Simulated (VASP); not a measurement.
# B4Ru (P4/mmm) in VASP: a series of runs

Runs on B4Ru. Level: PBE. Tasks: single point, relaxation of cell and atoms.

Program: VASP 6.6.1. These are calculated values, not measurements. Logs are shortened: lines on timing, memory, paths and dates and some standing lists are left out, and cuts for length are marked.

## Step 1: The cell of the first run

Symmetry: P4/mmm, No. 123, tetragonal system. The conventional cell has a = 2.631 Å, b = 2.631 Å, c = 6.728 Å, α = 90.00°, β = 90.00°, γ = 90.00°. Within 2.4 Å of B (site symmetry 4mm) lie 5 B at 1.77 to 2.37 Å and 1 Ru at 2.18 Å. Within 2.3 Å of B (site symmetry mmm) lie 8 B at 1.77 to 1.86 Å. Within 2.9 Å of Ru (site symmetry 4/mmm) lie 2 B at 2.18 Å and 4 Ru at 2.63 Å.

The cell was generated, and may not be a known phase.

## Step 2: Single point, PBE, collinear spin, ferromagnetic start

Contents of INCAR:

```
SYSTEM = B4Ru
ALGO = Normal
EDIFF = 1E-6
ENCUT = 560
GGA = PE
GGA_COMPAT = .FALSE.
ISIF = 2
ISMEAR = 0
ISPIN = 2
LASPH = .TRUE.
LCHARG = .TRUE.
LELF = .TRUE.
LMAXMIX = 4
LORBIT = 11
LREAL = .FALSE.
LVHAR = .TRUE.
LWAVE = .FALSE.
MAGMOM = 0 0 0 0 1
NBANDS = 26
NELM = 200
PREC = Accurate
SIGMA = 0.1
```

Contents of KPOINTS:

```
k-points
0
G
  6 6 4
  0 0 0
```

Contents of POSCAR:

```
B4Ru
1.0
    2.6305013182      0.0000000000      0.0000000000
    0.0000000000      2.6305013182      0.0000000000
    0.0000000000      0.0000000000      6.7284174972
B Ru
4 1
Direct
    0.5000000000      0.5000000000      0.1758362811
    0.5000000000      0.5000000000      0.8241637189
    0.5000000000      0.0000000000      0.0000000000
    0.0000000000      0.5000000000      0.0000000000
    0.5000000000      0.5000000000      0.5000000000
```

Potentials or basis: VASP PAW PBE potentials, release 64 (B, Ru_sv).

Started as:

```console
$ cat potpaw_PBE.64/B/POTCAR potpaw_PBE.64/Ru_sv/POTCAR > POTCAR
$ mpirun -np 1 vasp_std > vasp.out
```

OUTCAR:

```text
SYSTEM = B4Ru
   EDIFF = 1E-6
   ENCUT = 560
   GGA = PE
   ISIF = 2
   ISMEAR = 0
   ISPIN = 2
   LASPH = .TRUE.
   LORBIT = 11
   LREAL = .FALSE.
   NELM = 200
   PREC = Accurate

 ion  position               nearest neighbor table
   1  0.500  0.500  0.176-   3 1.77   4 1.77   3 1.77   4 1.77   5 2.18
   2  0.500  0.500  0.824-   3 1.77   4 1.77   3 1.77   4 1.77   5 2.18
   3  0.500  0.000  0.000-   1 1.77   2 1.77   1 1.77   2 1.77   4 1.86   4 1.86   4 1.86   4 1.86

   4  0.000  0.500  0.000-   1 1.77   2 1.77   1 1.77   2 1.77   3 1.86   3 1.86   3 1.86   3 1.86

   5  0.500  0.500  0.500-   1 2.18   2 2.18

  LATTYP: Found a simple tetragonal cell.
 ALAT       =     2.6305013182
 C/A-ratio  =     2.5578460846

  Lattice vectors:

 A1 = (   2.6305013182,   0.0000000000,   0.0000000000)
 A2 = (   0.0000000000,   2.6305013182,   0.0000000000)
 A3 = (   0.0000000000,   0.0000000000,   6.7284174972)

Analysis of symmetry for initial positions (statically):
=====================================================================
 Subroutine PRICEL returns:
 Original cell was already a primitive cell.

 Routine SETGRP: Setting up the symmetry group for a
 simple tetragonal supercell.

 Subroutine GETGRP returns: Found 16 space group operations
 (whereof 16 operations were pure point group operations)
 out of a pool of 16 trial point group operations.

The static configuration has the point symmetry D_4h.

Analysis of symmetry for dynamics (positions and initial velocities):
=====================================================================
 Subroutine PRICEL returns:
 Original cell was already a primitive cell.

 Routine SETGRP: Setting up the symmetry group for a
 simple tetragonal supercell.

 Subroutine GETGRP returns: Found 16 space group operations
 (whereof 16 operations were pure point group operations)
 out of a pool of 16 trial point group operations.

The dynamic configuration has the point symmetry D_4h.

Analysis of structural, dynamic, and magnetic symmetry:
=====================================================================
 Subroutine PRICEL returns:
 Original cell was already a primitive cell.

 Routine SETGRP: Setting up the symmetry group for a
 simple tetragonal supercell.

 Subroutine GETGRP returns: Found 16 space group operations
 (whereof 16 operations were pure point group operations)
 out of a pool of 16 trial point group operations.

The overall configuration has the point symmetry D_4h.

 Subroutine INISYM returns: Found 16 space group operations
 (whereof 16 operations are pure point group operations),
 and found     1 'primitive' translations

----------------------------------------------------------------------------------------

                                     Primitive cell

  volume of cell :      46.5575

  direct lattice vectors                    reciprocal lattice vectors
     2.630501318  0.000000000  0.000000000     0.380155673  0.000000000  0.000000000
     0.000000000  2.630501318  0.000000000     0.000000000  0.380155673  0.000000000
     0.000000000  0.000000000  6.728417497     0.000000000  0.000000000  0.148623358

  length of vectors
     2.630501318  2.630501318  6.728417497     0.380155673  0.380155673  0.148623358

  position of ions in fractional coordinates (direct lattice)
     0.500000000  0.500000000  0.175836281
     0.500000000  0.500000000  0.824163719
     0.500000000  0.000000000  0.000000000
     0.000000000  0.500000000  0.000000000
     0.500000000  0.500000000  0.500000000

  ion indices of the primitive-cell ions
   primitive index   ion index
                 1           1
                 2           2
                 3           3
                 4           4
                 5           5

----------------------------------------------------------------------------------------

 KPOINTS: k-points

Automatic generation of k-mesh.
 Grid dimensions read from file:
 generate k-points for:    6    6    4

 Generating k-lattice:

  Cartesian coordinates                     Fractional coordinates (reciprocal lattice)
     0.063359279  0.000000000  0.000000000     0.166666667  0.000000000  0.000000000
     0.000000000  0.063359279  0.000000000     0.000000000  0.166666667  0.000000000
     0.000000000  0.000000000  0.037155839     0.000000000  0.000000000  0.250000000

  Length of vectors
     0.063359279  0.063359279  0.037155839

  Shift w.r.t. Gamma in fractional coordinates (k-lattice)
     0.000000000  0.000000000  0.000000000

 Subroutine IBZKPT returns following result:
 ===========================================

 Found     30 irreducible k-points:

 Following reciprocal coordinates:
            Coordinates               Weight
  0.000000  0.000000  0.000000      1.000000
  0.166667  0.000000  0.000000      4.000000
  0.333333  0.000000  0.000000      4.000000
  0.500000  0.000000  0.000000      2.000000
  0.166667  0.166667  0.000000      4.000000
  0.333333  0.166667  0.000000      8.000000
[... 16 lines left out ...]
  0.333333  0.000000  0.500000      4.000000
  0.500000  0.000000  0.500000      2.000000
 [... further k-points ...]
   k-points           NKPTS =     30   k-points in BZ     NKDIM =     30   number of bands    NBANDS=     26
   number of dos      NEDOS =    301   number of ions     NIONS =      5
   total plane-waves  NPLWV =  21600
   dimension x,y,z NGX =    20 NGY =   20 NGZ =   54
   dimension x,y,z NGXF=    40 NGYF=   40 NGZF=  108
   ions per type =               4   1
   NGX,Y,Z   is equivalent  to a cutoff of  12.64, 12.64, 13.34 a.u.
   NGXF,Y,Z  is equivalent  to a cutoff of  25.28, 25.28, 26.68 a.u.
 SYSTEM =  B4Ru
   PREC   = accura    normal or accurate (medium, high low for compatibility)
   ISTART =      0    job   : 0-new  1-cont  2-samecut
   ICHARG =      2    charge: 1-file 2-atom 10-const
   ISPIN  =      2    spin polarized calculation?
   LNONCOLLINEAR =      F non collinear calculations
   LSORBIT =      F    spin-orbit coupling
   LASPH  =      T    aspherical Exc in radial PAW
   ENCUT  =  560.0 eV  41.16 Ry    6.42 a.u.   5.08  5.08 12.98*2*pi/ulx,y,z
   NELM   =    200;   NELMIN=  2; NELMDL= -5     # of ELM steps
   EDIFF  = 0.1E-05   stopping-criterion for ELM
   LREAL  =      F    real-space projection
   EDIFFG = 0.1E-04   stopping-criterion for IOM
   NSW    =      0    number of steps for IOM
   IBRION =     -1    ionic relax: 0-MD 1-quasi-New 2-CG
   NFREE  =      0    steps in history (QN), initial steepest desc. (CG)
   ISIF   =      2    stress and relaxation
   ISYM   =      2    0-nonsym 1-usesym 2-fastsym
   POTIM  = 0.5000    time-step for ionic-motion
   TEBEG  =    0.0;   TEEND  =   0.0 temperature during run
   PSTRESS=    0.0 pullay stress
   NELECT =      28.0000    total number of electrons
   NUPDOWN=      -1.0000    fix difference up-down
   EMIN   =  10.00;   EMAX   =-10.00  energy-range for DOS
   EFERMI =   0.00;   METHOD = LEGACY
   ISMEAR =     0;   SIGMA  =   0.10  broadening in eV -4-tet -1-fermi 0-gaus
   EFERMI_NEDOS =   21; number of points for ismear=-14 and -15
   IALGO  =     38    algorithm
   IMIX   =      4    mixing-type and parameters
     AMIX     =   0.40;   BMIX     =  1.00
     AMIX_MAG =   1.60;   BMIX_MAG =  1.00
  volume/ion in A,a.u.               =       9.31        62.84
  Fermi-wavevector in a.u.,A,eV,Ry     =   1.381860  2.611338 25.980845  1.909538
  Thomas-Fermi vector in A             =   2.506605
   LORBIT       =     11    0 simple, 1 ext, 2 COOP (PROOUT), +10 PAW based schemes
   GGA     = PE    functional components
   LHFCALC =     F    Hartree Fock is set to
   AEXX    =    0.0000 exact exchange contribution
   IVDW    =     0    specifies the selected vdW correction
   LEPSILON=     F    determine dielectric tensor
   LRPA    =     F    only Hartree local field effects (RPA)
 spin polarized calculation
 Gauss-broadening in eV      SIGMA  =   0.10
  energy-cutoff  :      560.00
  volume of cell :       46.56
 maximum number of plane-waves:      1418
   NGX = 11   NGY = 11   NGZ = 25

 number of electron      27.9999992 magnetization       0.2114105

 Free energy of the ion-electron system (eV)
  ---------------------------------------------------
  ext. energy  EPLUGINS =         0.00000000
  ---------------------------------------------------
  free energy    TOTEN  =       -31.74814289 eV

  energy without entropy =      -31.73230808  energy(sigma->0) =      -31.74022548

 E-fermi :   7.8784     XC(G=0): -11.9758

 val. band max:        7.8708745298   @ k =   0.1667   0.0000   0.0000
 cond. band min:       7.8969265813   @ k =   0.3333   0.3333   0.5000
 fundamental gap:      0.0260520515
 Fermi energy:         7.8783503091

 spin component 1

 k-point     1 :       0.0000    0.0000    0.0000
  band No.  band energies     occupation
      1     -64.7951      1.00000
      2     -34.7427      1.00000
      3     -34.4548      1.00000
      4     -34.4548      1.00000
      5      -8.7914      1.00000
      6      -2.6077      1.00000
[... 685 lines left out ...]
     25      21.0813      0.00000
     26      22.0371      0.00000

 [... further k-points ...]

 spin component 2

 k-point     1 :       0.0000    0.0000    0.0000
  band No.  band energies     occupation
      1     -64.6526      1.00000
      2     -34.6006      1.00000
      3     -34.3014      1.00000
      4     -34.3014      1.00000
      5      -8.7932      1.00000
      6      -2.6049      1.00000
[... 685 lines left out ...]
     25      21.0957      0.00000
     26      22.0342      0.00000

 [... further k-points ...]

------------------------ aborting loop because EDIFF is reached ----------------------------------------

  FORCE on cell =-STRESS in cart. coord.  units (eV):
  Direction    XX          YY          ZZ          XY          YZ          ZX
  --------------------------------------------------------------------------------------
  -------------------------------------------------------------------------------------
  Total       -0.2644125     -0.2644125      0.4266003      0.0000000      0.0000000      0.0000000
  in kB       -9.0991886     -9.0991886     14.6805308      0.0000000      0.0000000      0.0000000
  external PRESSURE =      -1.1726154 kB  Pullay stress =       0.0000000 kB

 VOLUME and BASIS-vectors are now :
 -----------------------------------------------------------------------------
  energy-cutoff  :      560.00
  volume of cell :       46.56
      direct lattice vectors                 reciprocal lattice vectors
     2.630501318  0.000000000  0.000000000     0.380155673  0.000000000  0.000000000
     0.000000000  2.630501318  0.000000000     0.000000000  0.380155673  0.000000000
     0.000000000  0.000000000  6.728417497     0.000000000  0.000000000  0.148623358

 POSITION                                       TOTAL-FORCE (eV/Angst)
 -----------------------------------------------------------------------------------
      1.31525      1.31525      1.18310         0.000000      0.000000      0.102895
      1.31525      1.31525      5.54532        -0.000000      0.000000     -0.102895
      1.31525      0.00000      0.00000         0.000000     -0.000000     -0.000000
      0.00000      1.31525      0.00000         0.000000     -0.000000     -0.000000
      1.31525      1.31525      3.36421         0.000000     -0.000000     -0.000000
 -----------------------------------------------------------------------------------
    total drift:                               -0.000000      0.000000      0.000000

  FREE ENERGIE OF THE ION-ELECTRON SYSTEM (eV)
  ---------------------------------------------------
  free  energy   TOTEN  =       -31.7481428851 eV

  energy  without entropy=      -31.7323080787  energy(sigma->0) =      -31.74022548

 total charge

# of ion       s       p       d       tot
------------------------------------------
    1        0.699   1.139   0.000   1.838
    2        0.699   1.139   0.000   1.838
    3        0.699   1.394   0.000   2.093
    4        0.699   1.394   0.000   2.093
    5        2.211   6.033   5.367  13.612
--------------------------------------------------
tot          5.006  11.100   5.367  21.474

 magnetization (x)

# of ion       s       p       d       tot
------------------------------------------
    1        0.002   0.002   0.000   0.004
    2        0.002   0.002   0.000   0.004
    3       -0.000  -0.001   0.000  -0.001
    4       -0.000  -0.001   0.000  -0.001
    5        0.000   0.003   0.180   0.184
--------------------------------------------------
tot          0.003   0.005   0.180   0.188
```

Wall time 40 s (1 thread of Intel Xeon 6975P-C (Granite Rapids), shared host); peak memory 0.2 GiB.

Results:

```yaml
Free_energy: -31.7481 eV
Pressure: -0.1 GPa
Largest_force: 0.103 eV/Å
Net_moment: 0.21 μB per cell
Site_moments: B +0.00, -0.00 (each value once); Ru +0.18 μB
Valence_electrons_inside_the_program's_atomic_spheres: B 1.84, 2.09 (each value once); Ru 13.61
```

Forces in eV/Å, atoms in the order of the input:
```
B    0.000  0.000  0.103
B    0.000  0.000 -0.103
B    0.000  0.000  0.000
B    0.000  0.000  0.000
Ru   0.000  0.000  0.000
```

Stress tensor (GPa, compression positive):
```
-0.91  0.00  0.00
 0.00 -0.91  0.00
 0.00  0.00  1.47
```

Caveat: the k points lie up to 0.40 Å⁻¹ apart; a moment this small can come from the mesh or the smearing.

(Continued in part 2 of 2.)
